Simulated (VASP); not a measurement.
# MnIn3 (Im-3m) in VASP: notebook, part 2 of 2

VASP 6.6.1.

**3. Single point, PBE, collinear spin, ferromagnetic start**

This run uses another cell than the first one, of 26.09 Å³/atom, 1.153 times its volume.

INCAR reads:

```
SYSTEM = MnIn3
PREC     = Accurate       ! precision mode
ENCUT    = 520            ! plane-wave cutoff, eV
EDIFF    = 1E-7           ! SCF threshold, eV
ISMEAR   = 0              ! smearing method
SIGMA    = 0.1            ! smearing width, eV
LREAL    = .FALSE.        ! projectors in reciprocal space
LASPH    = .TRUE.         ! aspherical terms in the spheres
NELM     = 150            ! most SCF steps
ALGO     = Normal         ! electronic algorithm
ISIF     = 2              ! what is computed and relaxed
LWAVE    = .FALSE.        ! write WAVECAR
LCHARG   = .FALSE.        ! write CHGCAR
ISPIN    = 2              ! spin polarisation
MAGMOM   = 4 0 0 0        ! initial moments
LORBIT   = 11             ! projections on sites
LMAXMIX  = 4              ! l up to which the mixer works
GGA      = PE             ! functional
NBANDS   = 38             ! bands
```

KPOINTS reads:

```
regular mesh
0
G
  4 4 4
  0 0 0
```

POSCAR reads:

```
MnIn3
1.0
   -2.9659342699      2.9659342699      2.9659342699
    2.9659342699     -2.9659342699      2.9659342699
    2.9659342699      2.9659342699     -2.9659342699
Mn In
1 3
Direct
    0.0000000000      0.0000000000      0.0000000000
    0.0000000000      0.5000000000      0.5000000000
    0.5000000000      0.0000000000      0.5000000000
    0.5000000000      0.5000000000      0.0000000000
```

Potentials or basis: VASP PAW PBE potentials, release 64 (Mn_pv, In_d).

The run is started by

```
cat potpaw_PBE.64/Mn_pv/POTCAR potpaw_PBE.64/In_d/POTCAR > POTCAR
mpirun -np 1 vasp_std > vasp.out
```

OUTCAR:

```text
SYSTEM = MnIn3
   PREC = Accurate
   ENCUT = 520
   EDIFF = 1E-7
   ISMEAR = 0
   LREAL = .FALSE.
   LASPH = .TRUE.
   NELM = 150
   ISIF = 2
   ISPIN = 2
   LORBIT = 11
   GGA = PE

 ion  position               nearest neighbor table
   1  0.000  0.000  0.000-   2 2.97   3 2.97   4 2.97   2 2.97   3 2.97   4 2.97
   2  0.000  0.500  0.500-   1 2.97   3 2.97   4 2.97   1 2.97   4 2.97   3 2.97
   3  0.500  0.000  0.500-   1 2.97   2 2.97   4 2.97   4 2.97   1 2.97   2 2.97
   4  0.500  0.500  0.000-   1 2.97   2 2.97   3 2.97   3 2.97   2 2.97   1 2.97

  LATTYP: Found a body centered cubic cell.
 ALAT       =     5.9318685398

  Lattice vectors:

 A1 = (  -2.9659342699,   2.9659342699,   2.9659342699)
 A2 = (   2.9659342699,  -2.9659342699,   2.9659342699)
 A3 = (   2.9659342699,   2.9659342699,  -2.9659342699)

Analysis of symmetry for initial positions (statically):
=====================================================================
 Subroutine PRICEL returns:
 Original cell was already a primitive cell.

 Routine SETGRP: Setting up the symmetry group for a
 body centered cubic supercell.

 Subroutine GETGRP returns: Found 48 space group operations
 (whereof 48 operations were pure point group operations)
 out of a pool of 48 trial point group operations.

The static configuration has the point symmetry O_h .

Analysis of symmetry for dynamics (positions and initial velocities):
=====================================================================
 Subroutine PRICEL returns:
 Original cell was already a primitive cell.

 Routine SETGRP: Setting up the symmetry group for a
 body centered cubic supercell.

 Subroutine GETGRP returns: Found 48 space group operations
 (whereof 48 operations were pure point group operations)
 out of a pool of 48 trial point group operations.

The dynamic configuration has the point symmetry O_h .

Analysis of structural, dynamic, and magnetic symmetry:
=====================================================================
 Subroutine PRICEL returns:
[... 147 lines left out ...]
 val. band max:        6.3153026659   @ k =   0.2500   0.0000   0.0000
 cond. band min:       6.3577415073   @ k =   0.2500   0.0000   0.0000
 fundamental gap:      0.0424388414
 Fermi energy:         6.3313976796

 spin component 1

 k-point     1 :       0.0000    0.0000    0.0000
  band No.  band energies     occupation
      1     -43.7305      1.00000
      2     -43.7305      1.00000
      3     -43.7305      1.00000
      4      -8.7387      1.00000
      5      -8.7387      1.00000
      6      -8.4660      1.00000
[... 317 lines left out ...]
     37      14.4230      0.00000
     38      17.6093      0.00000
 Fermi energy:         6.3313976796

 spin component 2

 k-point     1 :       0.0000    0.0000    0.0000
  band No.  band energies     occupation
      1     -39.6726      1.00000
      2     -39.6726      1.00000
      3     -39.6726      1.00000
      4      -8.7409      1.00000
      5      -8.7409      1.00000
      6      -8.4746      1.00000
[... 317 lines left out ...]
     37      14.7167      0.00000
     38      17.5515      0.00000

------------------------ aborting loop because EDIFF is reached ----------------------------------------

  FORCE on cell =-STRESS in cart. coord.  units (eV):
  Direction    XX          YY          ZZ          XY          YZ          ZX
  --------------------------------------------------------------------------------------
  -------------------------------------------------------------------------------------
  Total        0.0282000      0.0282000      0.0282000      0.0000000      0.0000000      0.0000000
  in kB        0.4329270      0.4329270      0.4329270      0.0000000      0.0000000      0.0000000
  external PRESSURE =       0.4329270 kB  Pullay stress =       0.0000000 kB

 VOLUME and BASIS-vectors are now :
 -----------------------------------------------------------------------------
  energy-cutoff  :      520.00
  volume of cell :      104.36
      direct lattice vectors                 reciprocal lattice vectors
    -2.965934270  2.965934270  2.965934270     0.000000000  0.168580944  0.168580944
     2.965934270 -2.965934270  2.965934270     0.168580944  0.000000000  0.168580944
     2.965934270  2.965934270 -2.965934270     0.168580944  0.168580944  0.000000000

 POSITION                                       TOTAL-FORCE (eV/Angst)
 -----------------------------------------------------------------------------------
      0.00000      0.00000      0.00000         0.000000     -0.000000      0.000000
      2.96593      0.00000      0.00000         0.000000      0.000000     -0.000000
      0.00000      2.96593      0.00000        -0.000000     -0.000000      0.000000
      0.00000      0.00000      2.96593        -0.000000      0.000000     -0.000000
 -----------------------------------------------------------------------------------
    total drift:                               -0.000000     -0.000000      0.000000

  FREE ENERGIE OF THE ION-ELECTRON SYSTEM (eV)
  ---------------------------------------------------
  free  energy   TOTEN  =       -14.9005086741 eV

  energy  without entropy=      -14.8887315247  energy(sigma->0) =      -14.89462010

 total charge

# of ion       s       p       d       tot
------------------------------------------
    1        0.291   6.118   4.966  11.374
    2        0.974   0.588   9.842  11.403
    3        0.974   0.588   9.842  11.403
    4        0.974   0.588   9.842  11.403
--------------------------------------------------
tot          3.212   7.881  34.491  45.583

 magnetization (x)

# of ion       s       p       d       tot
------------------------------------------
    1        0.055   0.026   3.789   3.871
    2       -0.006  -0.028   0.004  -0.030
    3       -0.006  -0.028   0.004  -0.030
    4       -0.006  -0.028   0.004  -0.030
--------------------------------------------------
tot          0.038  -0.059   3.803   3.782
```

OSZICAR:

```text
N       E                     dE             d eps       ncg     rms          rms(c)
DAV:   1     0.544716256118E+03    0.54472E+03   -0.26207E+04  1288   0.183E+03
DAV:   2     0.413764102475E+02   -0.50334E+03   -0.48606E+03  1216   0.478E+02
DAV:   3    -0.134582591508E+02   -0.54835E+02   -0.53662E+02  1376   0.171E+02
DAV:   4    -0.157755101456E+02   -0.23173E+01   -0.23110E+01  1386   0.383E+01
DAV:   5    -0.158925762049E+02   -0.11707E+00   -0.11705E+00  1888   0.770E+00    0.105E+01
DAV:   6    -0.191985453051E+02   -0.33060E+01   -0.18245E+01  1282   0.249E+01    0.301E+01
DAV:   7    -0.147304383183E+02    0.44681E+01   -0.18230E+01  1318   0.230E+01    0.719E+00
DAV:   8    -0.148949014846E+02   -0.16446E+00   -0.46307E-01  1390   0.356E+00    0.337E+00
DAV:   9    -0.148988095608E+02   -0.39081E-02   -0.13208E-01  1302   0.207E+00    0.120E+00
DAV:  10    -0.148982563971E+02    0.55316E-03   -0.22199E-02  1514   0.686E-01    0.620E-01
DAV:  11    -0.149004690130E+02   -0.22126E-02   -0.37247E-03  1408   0.363E-01    0.453E-01
DAV:  12    -0.149004099320E+02    0.59081E-04   -0.22767E-03  1278   0.330E-01    0.149E-01
DAV:  13    -0.149004632325E+02   -0.53301E-04   -0.34928E-04  1474   0.995E-02    0.903E-02
DAV:  14    -0.149005049762E+02   -0.41744E-04   -0.10008E-04  1332   0.660E-02    0.312E-02
DAV:  15    -0.149005090301E+02   -0.40539E-05   -0.16469E-05  1418   0.218E-02    0.113E-02
DAV:  16    -0.149005087338E+02    0.29626E-06   -0.22644E-06  1096   0.100E-02    0.492E-03
DAV:  17    -0.149005086741E+02    0.59656E-07   -0.45514E-07  1192   0.489E-03
   1 F= -.14900509E+02 E0= -.14894620E+02  d E =-.117771E-01  mag=     4.0340
```

Wall time 38 s (1 thread of Intel Xeon Platinum 8481C at 2.70GHz (Sapphire Rapids), shared host); peak memory 0.3 GiB.

What came out:

| Item | Value |
| --- | --- |
| Free energy | -14.9005 eV |
| Pressure | 0.0 GPa |
| Band gap on the k mesh | zero (filled and empty bands overlap) |
| Net moment | 4.03 μB per cell |
| Site moments | Mn +3.87; In -0.03 μB |
| Valence electrons inside the program's atomic spheres | Mn 11.37; In 11.40 |

Levels at points of the mesh, in eV from the Fermi level:
Spin up:
```
           k point  band 25  band 26  band 27  band 28  band 29  band 30  band 31  band 32  band 33  band 34
(0.00, 0.00, 0.00)    -0.65    -0.65    -0.65    -0.31    -0.31     0.48     0.48     0.48     1.97     4.64
(0.50, 0.00, 0.00)    -2.62    -2.59    -0.98    -0.78    -0.41     2.68     3.10     3.55     4.31     5.94
(0.50, 0.50, 0.50)    -2.58    -2.58    -2.58    -1.78    -1.78     3.03     3.03     3.03     5.51     7.83
```
Spin down:
| k point | band 22 | band 23 | band 24 | band 25 | band 26 | band 27 |
| --- | --- | --- | --- | --- | --- | --- |
| (0.00, 0.00, 0.00) | -0.70 | -0.70 | -0.70 | 0.75 | 0.75 | 0.75 |
| (0.50, 0.00, 0.00) | -1.76 | -1.75 | -0.28 | -0.19 | 0.78 | 1.19 |
| (0.50, 0.50, 0.50) | -3.17 | -3.17 | -2.65 | 1.19 | 1.19 | 1.19 |

Caveat: the k points lie up to 0.37 Å⁻¹ apart; spin-orbit coupling is left out, which moves the levels of the heavy elements.

**4. Relaxation of cell and atoms, PBE, collinear spin, ferromagnetic start**

INCAR reads:

```
PREC = Accurate
ENCUT = 600
EDIFF = 1E-6
ISMEAR = 0
SIGMA = 0.1
LREAL = False
LASPH = True
NELM = 150
ALGO = Normal
ISIF = 3
LWAVE = False
LCHARG = False
ISPIN = 2
MAGMOM = 4 0 0 0
LORBIT = 11
LMAXMIX = 4
GGA = PE
IBRION = 2
NSW = 90
EDIFFG = -0.04
```

KPOINTS reads:

```
regular mesh
0
Gamma
  4 4 4
```

POSCAR reads:

```
MnIn3
1.0
   -2.8280660500      2.8280660500      2.8280660500
    2.8280660500     -2.8280660500      2.8280660500
    2.8280660500      2.8280660500     -2.8280660500
Mn In
1 3
Direct
    0.0000000000      0.0000000000      0.0000000000
    0.0000000000      0.5000000000      0.5000000000
    0.5000000000      0.0000000000      0.5000000000
    0.5000000000      0.5000000000      0.0000000000
```

The run is started by

```
cat potpaw_PBE.64/Mn_pv/POTCAR potpaw_PBE.64/In_d/POTCAR > POTCAR
mpirun -np 1 vasp_std > vasp.out
```

Run time: 3.5 min. Hardware: 1 thread of Intel Xeon Platinum 8481C at 2.70GHz (Sapphire Rapids), shared host; peak memory 0.31 GiB.

Results (log left out):

* Free energy: -13.1431 eV
* Relaxed volume: 24.05 Å³/atom
* Relaxed cell: a = 5.000 Å, b = 5.000 Å, c = 5.000 Å, α = 109.47°, β = 109.47°, γ = 109.47°
* Space group after relaxing (to 0.05 Å): Im-3m (No. 229)
* Energy gained by relaxing: -362.9 meV/atom
* Ionic steps: 5
* Pressure after relaxing: -0.2 GPa
* Band gap on the k mesh: zero (filled and empty bands overlap)
* Net moment: 0.00 μB per cell
* Valence electrons inside the program's atomic spheres: Mn 11.50; In 11.44

The path:
```
step  energy change (eV)  largest force (eV/Å)  pressure (GPa)  volume (Å³)
   1              0.0000                0.0000            7.93        90.48
   2              1.5949                0.0000           -4.18       105.94
   3              1.4763                0.0000           -2.07        99.84
   4              1.4568                0.0000           -0.93        97.70
   5              1.4516                0.0000           -0.16        96.21
```

Final structure:
```cif
data_structure
_symmetry_space_group_name_H-M 'P 1'
_symmetry_Int_Tables_number 1
_cell_length_a 4.9998
_cell_length_b 4.9998
_cell_length_c 4.9998
_cell_angle_alpha 109.471
_cell_angle_beta 109.471
_cell_angle_gamma 109.471
_cell_volume 96.21
loop_
_atom_site_label
_atom_site_type_symbol
_atom_site_fract_x
_atom_site_fract_y
_atom_site_fract_z
_atom_site_occupancy
Mn1 Mn 0.00000 0.00000 0.00000 1
In1 In 0.00000 0.50000 0.50000 1
In2 In 0.50000 0.00000 0.50000 1
In3 In 0.50000 0.50000 0.00000 1
```

Levels at points of the mesh, in eV from the Fermi level:
Spin up:
```csv
k point,band 22,band 23,band 24,band 25,band 26,band 27,band 28,band 29
"(0.00, 0.00, 0.00)",-0.51,-0.51,-0.51,-0.24,-0.24,-0.24,1.09,1.09
"(0.50, 0.00, 0.00)",-1.87,-1.76,-0.76,-0.16,0.00,0.08,0.80,0.88
"(0.50, 0.50, 0.50)",-3.15,-3.15,-2.39,0.01,0.01,0.01,0.56,0.56
```
Spin down:
```csv
k point,band 21,band 22,band 23,band 24,band 25,band 26,band 27,band 28,band 29,band 30
"(0.00, 0.00, 0.00)",-1.68,-0.51,-0.51,-0.51,-0.24,-0.24,-0.24,1.09,1.09,1.09
"(0.50, 0.00, 0.00)",-2.72,-1.87,-1.76,-0.76,-0.16,0.00,0.08,0.80,0.88,3.36
"(0.50, 0.50, 0.50)",-3.15,-3.15,-3.15,-2.39,0.01,0.01,0.01,0.56,0.56,3.72
```

Caveat: the k points lie up to 0.38 Å⁻¹ apart in the final cell; the starting moments collapsed, and a magnetic state may lie lower; spin-orbit coupling is left out, which moves the levels of the heavy elements.
